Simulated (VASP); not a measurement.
# Pt (Im-3m) in VASP: further runs, part 2 of 2

VASP 6.6.1.

### Step 4. Single point, PBEsol

This run uses another cell than the first one, of 15.59 Å³/atom, 1.043 times its volume.

File INCAR:

```
ALGO = Normal
EDIFF = 1E-7
ENCUT = 520
GGA = PS
ISIF = 2
ISMEAR = 0
LASPH = True
LCHARG = False
LREAL = False
LWAVE = False
NBANDS = 11
NELM = 60
PREC = Accurate
SIGMA = 0.1
```

File KPOINTS:

```
k-points
0
Gamma
  13 13 13
```

File POSCAR:

```
Pt
1.0
   -1.5735873306      1.5735873306      1.5735873306
    1.5735873306     -1.5735873306      1.5735873306
    1.5735873306      1.5735873306     -1.5735873306
Pt
1
Direct
    0.0000000000      0.0000000000      0.0000000000
```

Potentials or basis: VASP PAW PBE potentials, release 64 (Pt).

Launch:

```console
> cat potpaw_PBE.64/Pt/POTCAR > POTCAR
> mpirun -np 1 vasp_std > vasp.out
```

OUTCAR:

```text
EDIFF = 1E-7
   ENCUT = 520
   GGA = PS
   ISIF = 2
   ISMEAR = 0
   LASPH = True
   LREAL = False
   NELM = 60
   PREC = Accurate

 ion  position               nearest neighbor table
   1  0.000  0.000  0.000-

  LATTYP: Found a body centered cubic cell.
 ALAT       =     3.1471746612

  Lattice vectors:

 A1 = (  -1.5735873306,   1.5735873306,   1.5735873306)
 A2 = (   1.5735873306,  -1.5735873306,   1.5735873306)
 A3 = (   1.5735873306,   1.5735873306,  -1.5735873306)

Analysis of symmetry for initial positions (statically):
=====================================================================
 Subroutine PRICEL returns:
 Original cell was already a primitive cell.

 Routine SETGRP: Setting up the symmetry group for a
 body centered cubic supercell.

 Subroutine GETGRP returns: Found 48 space group operations
 (whereof 48 operations were pure point group operations)
 out of a pool of 48 trial point group operations.

The static configuration has the point symmetry O_h .

Analysis of symmetry for dynamics (positions and initial velocities):
=====================================================================
 Subroutine PRICEL returns:
 Original cell was already a primitive cell.

 Routine SETGRP: Setting up the symmetry group for a
 body centered cubic supercell.

 Subroutine GETGRP returns: Found 48 space group operations
 (whereof 48 operations were pure point group operations)
 out of a pool of 48 trial point group operations.

The dynamic configuration has the point symmetry O_h .

 Subroutine INISYM returns: Found 48 space group operations
 (whereof 48 operations are pure point group operations),
 and found     1 'primitive' translations

----------------------------------------------------------------------------------------

                                     Primitive cell

  volume of cell :      15.5859
[... 106 lines left out ...]
     AMIX     =   0.40;   BMIX     =  1.00
     AMIX_MAG =   1.60;   BMIX_MAG =  1.00
  volume/ion in A,a.u.               =      15.59       105.18
  Fermi-wavevector in a.u.,A,eV,Ry     =   1.411987  2.668268 27.126028  1.993707
  Thomas-Fermi vector in A             =   2.533782
   LORBIT       =      0    0 simple, 1 ext, 2 COOP (PROOUT), +10 PAW based schemes
   GGA     = PS    functional components
   LHFCALC =     F    Hartree Fock is set to
   AEXX    =    0.0000 exact exchange contribution
   IVDW    =     0    specifies the selected vdW correction
   LEPSILON=     F    determine dielectric tensor
   LRPA    =     F    only Hartree local field effects (RPA)
 non-spin polarized calculation
 Gauss-broadening in eV      SIGMA  =   0.10
  energy-cutoff  :      520.00
  volume of cell :       15.59
 maximum number of plane-waves:       432
   NGX = 11   NGY = 11   NGZ = 11

 number of electron      10.0000000 magnetization

 number of electron       9.9999997 magnetization

 Free energy of the ion-electron system (eV)
  ---------------------------------------------------
  ext. energy  EPLUGINS =         0.00000000
  ---------------------------------------------------
  free energy    TOTEN  =        -6.83791101 eV

  energy without entropy =       -6.83232561  energy(sigma->0) =       -6.83511831

 E-fermi :  10.3177     XC(G=0): -13.4281

 val. band max:       10.3116232628   @ k =  -0.3846  -0.4615   0.2308
 cond. band min:      10.3658897731   @ k =  -0.3846   0.3846   0.1538
 fundamental gap:      0.0542665103
 Fermi energy:        10.3177100619

 k-point     1 :       0.0000    0.0000    0.0000
  band No.  band energies     occupation
      1       0.5569      2.00000
      2       6.6934      2.00000
      3       6.6934      2.00000
      4       6.6934      2.00000
      5       9.2623      2.00000
      6       9.2623      2.00000
      7      27.3456      0.00000
      8      27.3456      0.00000
      9      27.3456      0.00000
     10      37.5265      0.00000
     11      37.5265      0.00000
[... 309 lines left out ...]
 k-point    24 :       0.2308    0.0769    0.0769
  band No.  band energies     occupation
      1       3.7156      2.00000
      2       5.6089      2.00000
      3       6.3986      2.00000
      4       9.0179      2.00000
      5       9.4233      2.00000
      6      10.4835      0.01902
      7      22.3636      0.00000
      8      25.1544      0.00000
      9      26.6965      0.00000
     10      31.0837      0.00000
     11      36.7191      0.00000

 [... further k-points ...]
[... 5 lines left out ...]
  --------------------------------------------------------------------------------------
  -------------------------------------------------------------------------------------
  Total       -0.6631406     -0.6631406     -0.6631406      0.0000000     -0.0000000      0.0000000
  in kB      -68.1684846    -68.1684846    -68.1684846      0.0000000     -0.0000000      0.0000000
  external PRESSURE =     -68.1684846 kB  Pullay stress =       0.0000000 kB

 VOLUME and BASIS-vectors are now :
 -----------------------------------------------------------------------------
  energy-cutoff  :      520.00
  volume of cell :       15.59
      direct lattice vectors                 reciprocal lattice vectors
    -1.573587331  1.573587331  1.573587331     0.000000000  0.317745314  0.317745314
     1.573587331 -1.573587331  1.573587331     0.317745314  0.000000000  0.317745314
     1.573587331  1.573587331 -1.573587331     0.317745314  0.317745314  0.000000000

 POSITION                                       TOTAL-FORCE (eV/Angst)
 -----------------------------------------------------------------------------------
      0.00000      0.00000      0.00000         0.000000      0.000000      0.000000
 -----------------------------------------------------------------------------------
    total drift:                                0.000000      0.000000      0.000000

  FREE ENERGIE OF THE ION-ELECTRON SYSTEM (eV)
  ---------------------------------------------------
  free  energy   TOTEN  =        -6.8379110085 eV

  energy  without entropy=       -6.8323256082  energy(sigma->0) =       -6.83511831
```

OSZICAR:

```text
N       E                     dE             d eps       ncg     rms          rms(c)
DAV:   1     0.392026862037E+02    0.39203E+02   -0.53983E+03  1872   0.845E+02
DAV:   2    -0.664084710515E+01   -0.45844E+02   -0.44031E+02  2114   0.176E+02
DAV:   3    -0.727559662362E+01   -0.63475E+00   -0.63319E+00  2159   0.197E+01
DAV:   4    -0.727798650956E+01   -0.23899E-02   -0.23898E-02  2115   0.142E+00
DAV:   5    -0.727800580042E+01   -0.19291E-04   -0.19290E-04  2166   0.118E-01    0.118E+01
DAV:   6    -0.688210959753E+01    0.39590E+00   -0.93112E-01  1965   0.747E+00    0.597E+00
DAV:   7    -0.684181848981E+01    0.40291E-01   -0.14043E-01  2124   0.283E+00    0.240E+00
DAV:   8    -0.683816268379E+01    0.36558E-02   -0.49639E-03  1988   0.644E-01    0.607E-01
DAV:   9    -0.683790727606E+01    0.25541E-03   -0.14684E-04  2085   0.113E-01    0.222E-02
DAV:  10    -0.683791088504E+01   -0.36090E-05   -0.21974E-06  2203   0.105E-02    0.419E-03
DAV:  11    -0.683791100481E+01   -0.11977E-06   -0.40962E-08  1827   0.184E-03    0.789E-04
DAV:  12    -0.683791100849E+01   -0.36804E-08   -0.19424E-09  1140   0.333E-04
   1 F= -.68379110E+01 E0= -.68351183E+01  d E =-.558540E-02
```

stdout:

```text
POSCAR found type information on POSCAR Pt
 POSCAR found :  1 types and       1 ions
 scaLAPACK will be used
 -----------------------------------------------------------------------------
|                                                                             |
|                                                                             |
|     You enforced a specific xc type in the INCAR file but a different       |
|     I HOPE YOU KNOW WHAT YOU ARE DOING!                                     |
|                                                                             |
 -----------------------------------------------------------------------------

 LDA part: xc-table for (Slater+PW92), standard interpolation
 POSCAR, INCAR and KPOINTS ok, starting setup
 FFT: planning ... GRIDC
 FFT: planning ... GRID_SOFT
 FFT: planning ... GRID
 WAVECAR not read
 entering main loop
```

Run time: 8.2 s. Hardware: 1 thread of Intel Xeon Platinum 8375C at 2.90GHz (Ice Lake), shared host; peak memory 0.13 GiB.

What came out:

| Item | Value |
| --- | --- |
| Free energy | -6.8379 eV |
| Pressure | -6.8 GPa |
| Band gap on the k mesh | zero (band 5 reaches 11.20 eV, above the bottom of band 6 at 9.10 eV) |

Levels at points of the mesh, in eV from the Fermi level:
```
           k point  band 1  band 2  band 3  band 4  band 5  band 6  band 7  band 8  band 9  band 10
(0.00, 0.00, 0.00)   -9.76   -3.62   -3.62   -3.62   -1.06   -1.06   17.03   17.03   17.03    27.21
```

Caveat: the PAW data sets were made with another functional, which shifts forces and pressure a little; spin-orbit coupling is left out, which moves the levels of the heavy elements.

### Step 5. Summary

```tsv
cell	gap on the mesh (eV)	pressure (GPa)
a = 2.688 Å, angles 109.5°, 1 atom	none	4.5
a = 2.707 Å, angles 109.5°, 1 atom	none	-1.5
a = 2.726 Å, angles 109.5°, 1 atom	none	-6.8
```

Alike in all rows: task single point; level PBEsol; potentials or basis VASP PAW PBE potentials, release 64 (Pt); no spin polarisation; k mesh 13 × 13 × 13; cutoff (eV) 520; smearing gaussian 0.1 eV.

Caveats: the PAW data sets were made with another functional, which shifts forces and pressure a little; spin-orbit coupling is left out, which moves the levels of the heavy elements.

Total energies depend on the potentials used, so only differences within one code and one set of settings carry meaning.
